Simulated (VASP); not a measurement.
# ZrB2 (P6/mmm) in VASP: electric field gradients with PBE

Aim: the electric field gradients of ZrB2 with PBE.

Program: VASP 6.6.1. These are calculated values, not measurements. Logs are shortened: lines on timing, memory, paths and dates and some standing lists are left out, and cuts for length are marked.

### 1 The cell of the first run

Symmetry: P6/mmm, No. 191, hexagonal system. Conventional cell: a = 3.170 Å, b = 3.170 Å, c = 3.533 Å, α = 90.00°, β = 90.00°, γ = 120.00°. Zr (site symmetry 6/mmm) has 12 B at 2.54 Å and 8 Zr at 3.17 to 3.53 Å within 3.6 Å. B (site symmetry -6m2) has 3 B at 1.83 Å within 2.4 Å.

### 2 Electric field gradients, PBE, non-collinear spin, zero start, spin-orbit coupling

File INCAR:

```
  PREC = Accurate
  ENCUT = 520
  EDIFF = 1E-8
  ISMEAR = -1
  SIGMA = 0.05
  LREAL = False
  LASPH = True
  NELM = 150
  ALGO = Normal
  ISIF = 2
  LWAVE = False
  LCHARG = False
  LNONCOLLINEAR = True
  MAGMOM = 0 0 0 0 0 0 0 0 0
  LORBIT = 11
  LSORBIT = True
  GGA_COMPAT = False
  LORBMOM = True
  LMAXMIX = 4
  GGA = PE
  LEFG = True
  NBANDS = 31
```

File KPOINTS:

```
regular mesh
0
Gamma
  17 17 13
```

File POSCAR:

```
ZrB2
1.0
    3.1700000000      0.0000000000      0.0000000000
   -1.5850000000      2.7453005300      0.0000000000
    0.0000000000      0.0000000000      3.5330000000
Zr B
1 2
Direct
    0.0000000000      0.0000000000      0.0000000000
    0.3333333333      0.6666666667      0.5000000000
    0.6666666667      0.3333333333      0.5000000000
```

Potentials or basis: VASP PAW PBE potentials, release 64 (Zr_sv, B).

Launch:

```console
$ cat potpaw_PBE.64/Zr_sv/POTCAR potpaw_PBE.64/B/POTCAR > POTCAR
$ mpirun -np 1 vasp_ncl > vasp.out
```

OUTCAR:

```text
PREC = Accurate
   ENCUT = 520
   EDIFF = 1E-8
   ISMEAR = -1
   LREAL = False
   LASPH = True
   NELM = 150
   ISIF = 2
   LNONCOLLINEAR = True
   LORBIT = 11
   LSORBIT = True
   GGA = PE

 ion  position               nearest neighbor table
   1  0.000  0.000  0.000-   2 2.54   3 2.54   2 2.54   3 2.54   3 2.54   3 2.54   2 2.54   2 2.54
                             3 2.54   3 2.54   2 2.54   2 2.54
   2  0.333  0.667  0.500-   3 1.83   3 1.83   3 1.83   1 2.54   1 2.54   1 2.54   1 2.54   1 2.54
                             1 2.54
   3  0.667  0.333  0.500-   2 1.83   2 1.83   2 1.83   1 2.54   1 2.54   1 2.54   1 2.54   1 2.54
                             1 2.54

  LATTYP: Found a hexagonal cell.
 ALAT       =     3.1700000000
 C/A-ratio  =     1.1145110410

  Lattice vectors:

 A1 = (   3.1700000000,   0.0000000000,   0.0000000000)
 A2 = (  -1.5850000000,   2.7453005300,   0.0000000000)
 A3 = (   0.0000000000,   0.0000000000,   3.5330000000)

Analysis of symmetry for initial positions (statically):
=====================================================================
 Subroutine PRICEL returns:
 Original cell was already a primitive cell.

 Routine SETGRP: Setting up the symmetry group for a
 hexagonal supercell.

 Subroutine GETGRP returns: Found 24 space group operations
 (whereof 24 operations were pure point group operations)
 out of a pool of 24 trial point group operations.

The static configuration has the point symmetry D_6h.

Analysis of symmetry for dynamics (positions and initial velocities):
=====================================================================
 Subroutine PRICEL returns:
 Original cell was already a primitive cell.

 Routine SETGRP: Setting up the symmetry group for a
 hexagonal supercell.

 Subroutine GETGRP returns: Found 24 space group operations
 (whereof 24 operations were pure point group operations)
 out of a pool of 24 trial point group operations.

The dynamic configuration has the point symmetry D_6h.

Analysis of structural, dynamic, and magnetic symmetry:
=====================================================================
 Subroutine PRICEL returns:
 Original cell was already a primitive cell.

 Routine SETGRP: Setting up the symmetry group for a
 hexagonal supercell.

 Subroutine GETGRP returns: Found 24 space group operations
 (whereof 24 operations were pure point group operations)
 out of a pool of 24 trial point group operations.

The overall configuration has the point symmetry D_6h.

 Subroutine INISYM returns: Found 24 space group operations
 (whereof 24 operations are pure point group operations),
 and found     1 'primitive' translations

----------------------------------------------------------------------------------------

                                     Primitive cell

  volume of cell :      30.7463

  direct lattice vectors                    reciprocal lattice vectors
     3.170000000  0.000000000  0.000000000     0.315457413  0.182129422  0.000000000
    -1.585000000  2.745300530  0.000000000     0.000000000  0.364258845  0.000000000
     0.000000000  0.000000000  3.533000000     0.000000000  0.000000000  0.283045570

  length of vectors
     3.170000000  3.170000000  3.533000000     0.364258845  0.364258845  0.283045570

  position of ions in fractional coordinates (direct lattice)
     0.000000000  0.000000000  0.000000000
     0.333333333  0.666666667  0.500000000
     0.666666667  0.333333333  0.500000000

  ion indices of the primitive-cell ions
   primitive index   ion index
                 1           1
                 2           2
                 3           3

----------------------------------------------------------------------------------------

 KPOINTS: regular mesh

Automatic generation of k-mesh.
 Grid dimensions read from file:
 generate k-points for:   17   17   13

 Generating k-lattice:

  Cartesian coordinates                     Fractional coordinates (reciprocal lattice)
     0.018556318  0.010713495  0.000000000     0.058823529  0.000000000  0.000000000
     0.000000000  0.021426991  0.000000000     0.000000000  0.058823529  0.000000000
     0.000000000  0.000000000  0.021772736     0.000000000  0.000000000  0.076923077

  Length of vectors
     0.021426991  0.021426991  0.021772736

  Shift w.r.t. Gamma in fractional coordinates (k-lattice)
     0.000000000  0.000000000  0.000000000

 Subroutine IBZKPT returns following result:
[... 98 lines left out ...]
  energy without entropy =      -25.04796142  energy(sigma->0) =      -25.04881406

 E-fermi :  10.6022     XC(G=0): -12.4435

 val. band max:       10.5952293248   @ k =   0.0588   0.0588   0.4615
 cond. band min:      10.6161991048   @ k =   0.2353   0.1765   0.0769
 fundamental gap:      0.0209697800
 Fermi energy:        10.6022447076

 k-point     1 :       0.0000    0.0000    0.0000
  band No.  band energies     occupation
      1     -38.1047      1.00000
      2     -38.1047      1.00000
      3     -17.1276      1.00000
      4     -17.1276      1.00000
      5     -15.5112      1.00000
      6     -15.5112      1.00000
[... 781 lines left out ...]
     29      17.7447      0.00000
     30      17.7447      0.00000

 [... further k-points ...]

 [bands above 30 left out]

------------------------ aborting loop because EDIFF is reached ----------------------------------------

  FORCE on cell =-STRESS in cart. coord.  units (eV):
  Direction    XX          YY          ZZ          XY          YZ          ZX
  --------------------------------------------------------------------------------------
  -------------------------------------------------------------------------------------
  Total        0.1303280      0.1303280      0.2541397      0.0000000     -0.0000000      0.0000000
  in kB        6.7913399      6.7913399     13.2431187      0.0000000     -0.0000000      0.0000000
  external PRESSURE =       8.9419328 kB  Pullay stress =       0.0000000 kB

 VOLUME and BASIS-vectors are now :
 -----------------------------------------------------------------------------
  energy-cutoff  :      520.00
  volume of cell :       30.75
      direct lattice vectors                 reciprocal lattice vectors
     3.170000000  0.000000000  0.000000000     0.315457413  0.182129422  0.000000000
    -1.585000000  2.745300530  0.000000000     0.000000000  0.364258845  0.000000000
     0.000000000  0.000000000  3.533000000     0.000000000  0.000000000  0.283045570

 POSITION                                       TOTAL-FORCE (eV/Angst)
 -----------------------------------------------------------------------------------
      0.00000      0.00000      0.00000        -0.000000      0.000000     -0.000000
     -0.00000      1.83020      1.76650         0.000000      0.000000     -0.000000
      1.58500      0.91510      1.76650        -0.000000     -0.000000      0.000000
 -----------------------------------------------------------------------------------
    total drift:                               -0.000000      0.000000     -0.000000

  FREE ENERGIE OF THE ION-ELECTRON SYSTEM (eV)
  ---------------------------------------------------
  free  energy   TOTEN  =       -25.0496666879 eV

  energy  without entropy=      -25.0479614221  energy(sigma->0) =      -25.04881406

 Electric field gradients (V/A^2)
---------------------------------------------------------------------
 ion       V_xx      V_yy      V_zz      V_xy      V_xz      V_yz
---------------------------------------------------------------------
   1     -20.902   -20.902    41.804    -0.000    -0.000    -0.000
   2      -0.886    -0.886     1.773    -0.000     0.000    -0.000
   3      -0.886    -0.886     1.773    -0.000    -0.000     0.000
---------------------------------------------------------------------

 Electric field gradients after diagonalization (V/A^2)
 (convention: |V_zz| > |V_xx| > |V_yy|)
----------------------------------------------------------------------
 ion       V_xx      V_yy      V_zz     asymmetry (V_yy - V_xx)/ V_zz
----------------------------------------------------------------------
   1     -20.902   -20.902    41.804       0.000
   2      -0.887    -0.886     1.773       0.000
   3      -0.887    -0.886     1.773       0.000
----------------------------------------------------------------------

           NMR quadrupolar parameters

 Cq : quadrupolar parameter    Cq=e*Q*V_zz/h
 eta: asymmetry parameters     (V_yy - V_xx)/ V_zz
 Q  : nuclear electric quadrupole moment in mb (millibarn)
----------------------------------------------------------------------
 ion       Cq(MHz)       eta       Q (mb)
----------------------------------------------------------------------
   1       0.101       0.000       1.000
   2       0.004       0.000       1.000
   3       0.004       0.000       1.000
----------------------------------------------------------------------

 orbital moment (x)

 # of ion     p       d       tot
 ----------------------------------------
  1         0.000   0.000   0.000
  2        -0.000   0.000  -0.000
  3        -0.000   0.000  -0.000
 ----------------------------------------
           -0.000   0.000  -0.000

 orbital moment (y)

 # of ion     p       d       tot
 ----------------------------------------
  1         0.000   0.000   0.000
  2         0.000   0.000   0.000
  3         0.000   0.000   0.000
 ----------------------------------------
            0.000   0.000   0.000

 orbital moment (z)

 # of ion     p       d       tot
 ----------------------------------------
  1         0.000   0.000   0.000
  2        -0.000   0.000  -0.000
  3        -0.000   0.000  -0.000
 ----------------------------------------
           -0.000   0.000  -0.000

 Spin-Orbit-Coupling matrix elements

 Ion:    1  E_soc:     -0.1392989
 l=   1
     0.0000000    -0.0225123    -0.0226195
    -0.0225123     0.0000000    -0.0225123
    -0.0226195    -0.0225123     0.0000000
 l=   2
     0.0000000    -0.0001310     0.0000000    -0.0001310    -0.0006652
    -0.0001310     0.0000000    -0.0003538    -0.0001084    -0.0001310
     0.0000000    -0.0003538     0.0000000    -0.0003538     0.0000000
    -0.0001310    -0.0001084    -0.0003538     0.0000000    -0.0001310
    -0.0006652    -0.0001310     0.0000000    -0.0001310     0.0000000
 l=   3
     0.0000000     0.0000000     0.0000000     0.0000000     0.0000000     0.0000000     0.0000000
     0.0000000     0.0000000     0.0000000     0.0000000     0.0000000     0.0000000     0.0000000
     0.0000000     0.0000000     0.0000000     0.0000000     0.0000000     0.0000000     0.0000000
     0.0000000     0.0000000     0.0000000     0.0000000     0.0000000     0.0000000     0.0000000
[... 29 lines left out ...]
 l=   2
     0.0000000     0.0000000     0.0000000     0.0000000     0.0000000
     0.0000000     0.0000000     0.0000000     0.0000000     0.0000000
     0.0000000     0.0000000     0.0000000     0.0000000     0.0000000
     0.0000000     0.0000000     0.0000000     0.0000000     0.0000000
     0.0000000     0.0000000     0.0000000     0.0000000     0.0000000
 l=   3
     0.0000000     0.0000000     0.0000000     0.0000000     0.0000000     0.0000000     0.0000000
     0.0000000     0.0000000     0.0000000     0.0000000     0.0000000     0.0000000     0.0000000
     0.0000000     0.0000000     0.0000000     0.0000000     0.0000000     0.0000000     0.0000000
     0.0000000     0.0000000     0.0000000     0.0000000     0.0000000     0.0000000     0.0000000
     0.0000000     0.0000000     0.0000000     0.0000000     0.0000000     0.0000000     0.0000000
     0.0000000     0.0000000     0.0000000     0.0000000     0.0000000     0.0000000     0.0000000
     0.0000000     0.0000000     0.0000000     0.0000000     0.0000000     0.0000000     0.0000000

 total charge

# of ion       s       p       d       tot
------------------------------------------
    1        2.168   6.031   1.771   9.970
    2        0.665   1.240   0.000   1.905
    3        0.665   1.240   0.000   1.905
--------------------------------------------------
tot          3.498   8.511   1.771  13.780

 magnetization (x)

# of ion       s       p       d       tot
------------------------------------------
    1       -0.000  -0.000   0.000   0.000
    2        0.000  -0.000   0.000  -0.000
    3        0.000  -0.000   0.000  -0.000
--------------------------------------------------
tot          0.000  -0.000   0.000  -0.000

 magnetization (y)

# of ion       s       p       d       tot
------------------------------------------
    1        0.000   0.000   0.000   0.000
    2        0.000   0.000   0.000   0.000
    3       -0.000  -0.000   0.000  -0.000
--------------------------------------------------
tot         -0.000   0.000   0.000  -0.000

 magnetization (z)

# of ion       s       p       d       tot
------------------------------------------
    1        0.000   0.000   0.000   0.000
    2        0.000   0.000   0.000   0.000
    3        0.000   0.000   0.000   0.000
--------------------------------------------------
tot          0.000   0.000   0.000   0.000
```

Run time: 3.2 min. Hardware: 1 thread of Intel Xeon 6975P-C (Granite Rapids), shared host; peak memory 0.43 GiB.

Results:

```yaml
Free_energy: -25.0497 eV
Pressure: 0.9 GPa
Net_moment: 0.00 μB per cell
Largest_electric_field_gradient_by_atom: Zr +41.8; B +1.8 V/Å²
Valence_electrons_inside_the_program's_atomic_spheres: Zr 9.97; B 1.91
```

Moments on the atoms (μB; x, y, z):
```
Zr  0.00 0.00 0.00
B   0.00 0.00 0.00
B   0.00 0.00 0.00
```

Electric field gradients, principal values (V/Å²):
```
atom    least   middle  greatest (by size)
1 Zr  -20.902  -20.902              41.804
 2 B   -0.886   -0.887               1.773
 3 B   -0.886   -0.887               1.773
```

Caveat: without QUAD_EFG the Cq values of the log hold for a quadrupole moment of 1 mb, not for the nuclei.
